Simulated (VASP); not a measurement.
Write the native input for VASP 6.6.1 that does the following.

* Task: single point
* Functional: LDA
* Potentials or basis: VASP PAW LDA potentials, release 64 (Y_sv, B, Pd)
* Cutoff: 520 eV
* k mesh: 6 × 6 × 6
* Occupations: fermi-dirac, width 0.15 eV
* Spin: no spin polarisation
* Dipole correction: no
* Further INCAR settings: ALGO = Normal; EDIFF = 1e-06; NBANDS = 30

The structure of YBPd3 lies in POSCAR:

```
YBPd3
1.0
    4.3536794573      0.0000000000      0.0000000000
    0.0000000000      4.3536794573      0.0000000000
    0.0000000000      0.0000000000      4.3536794573
Y B Pd
1 1 3
Direct
    0.0000000000      0.0000000000      0.0000000000
    0.5000000000      0.5000000000      0.5000000000
    0.0000000000      0.5000000000      0.5000000000
    0.5000000000      0.5000000000      0.0000000000
    0.5000000000      0.0000000000      0.5000000000
```

The input as run:

INCAR

```
PREC = Accurate
ENCUT = 520
EDIFF = 1E-6
ISMEAR = -1
SIGMA = 0.15
LREAL = False
LASPH = True
NELM = 60
ALGO = Normal
ISIF = 2
LWAVE = False
LCHARG = False
GGA = CA
NBANDS = 30
```

KPOINTS

```
Automatic mesh
0
Gamma
  6 6 6
```

Potentials or basis: VASP PAW LDA potentials, release 64 (Y_sv, B, Pd).

Launch:

```console
$ cat potpaw_LDA.64/Y_sv/POTCAR potpaw_LDA.64/B/POTCAR potpaw_LDA.64/Pd/POTCAR > POTCAR
$ mpirun -np 1 vasp_std > vasp.out
```

Results of the run:

```
Pressure               : -12.6 GPa
Band gap on the k mesh : zero (bands 22 and 23 overlap by 1.72 eV)
```

Caveat: the cell stands under tension.

It took 61 s on 1 thread of Intel Xeon 8259CL (shared host), peak memory 0.19 GiB.
